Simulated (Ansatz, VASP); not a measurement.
# WSe2 in VASP and in Ansatz

File INCAR:

```
SYSTEM = WSe2
ALGO = Normal ; EDIFF = 1E-6
EDIFFG = -0.001 ; ENCUT = 600
GGA = PS ; IBRION = 2
ISIF = 3 ; ISMEAR = 0
LASPH = .True. ; LCHARG = .False.
LREAL = .False. ; LWAVE = .False.
NELM = 100 ; NSW = 80
PREC = Accurate ; SIGMA = 0.01
```

File KPOINTS:

```
k-points
0
Gamma
  12 12 2
  0 0 0
```

The input POSCAR:

```
WSe2
1.0
    3.2706140696      0.0000000000      0.0000000000
   -1.6353070348      2.8324348702      0.0000000000
    0.0000000000      0.0000000000     23.9834858084
W Se
2 4
Direct
    0.6666666667      0.3333333333      0.1376486612
    0.3333333333      0.6666666667      0.8623513388
    0.3333333333      0.6666666667      0.2073654559
    0.6666666667      0.3333333333      0.9321646883
    0.3333333333      0.6666666667      0.0678353117
    0.6666666667      0.3333333333      0.7926345441
```

Input for Ansatz:

```yaml
crystal:
  lattice:
    - [3.2706140696, 0.0, 0.0]
    - [-1.6353070348, 2.8324348702, 0.0]
    - [0.0, 0.0, 23.9834858084]
  atoms:
    - { symbol: W, position: [0.6666666667, 0.3333333333, 0.1376486612] }
    - { symbol: W, position: [0.3333333333, 0.6666666667, 0.8623513388] }
    - { symbol: Se, position: [0.3333333333, 0.6666666667, 0.2073654559] }
    - { symbol: Se, position: [0.6666666667, 0.3333333333, 0.9321646883] }
    - { symbol: Se, position: [0.3333333333, 0.6666666667, 0.0678353117] }
    - { symbol: Se, position: [0.6666666667, 0.3333333333, 0.7926345441] }
basis:
  ecutwfc: 420
kpoints:
  mp_grid: { grid: [12, 12, 2] }
hamiltonian:
  xc: pbesol
scf:
  occupations: { method: fixed }
output:
  forces: true
  stress: true
  eigenvalues: true
relax:
  adjacent_minimum: "off"
  f_tol: 0.001
  max_steps: 60
  cell: { stress_tol: 0.01 }
```

Alike in both runs: task relaxation of cell and atoms; functional PBEsol; k mesh 12 × 12 × 2; no spin polarisation.

```csv
,VASP,Ansatz
version,VASP 6.6.1,Ansatz 0.2.0
potentials or method,"VASP PAW PBE potentials, release 64 (W_sv, Se), cutoff 600 eV","scalar-relativistic, plane waves, PAW"
occupations,"gaussian, width 0.01 eV",fixed
valence electrons in the cell,52,92
```

Ansatz gave:

- gap on the k mesh at the Fermi level, each at its own relaxed structure (eV): 1.42
- relaxed volume (Å³/atom): 37.03
- relaxed cell length with the largest relative difference (Å): 3.271

Problem. Estimate VASP's values.

Solution. gap on the k mesh at the Fermi level, each at its own relaxed structure (eV): 1.41; relaxed volume (Å³/atom): 37.11; relaxed cell length with the largest relative difference (Å): 3.273.

VASP's potentials were made for PBE, not for PBEsol. VASP's potentials hold 52 valence electrons a cell and Ansatz's 92, so a difference there can come from the potentials and not from the codes.

Neither program's run includes spin-orbit coupling.
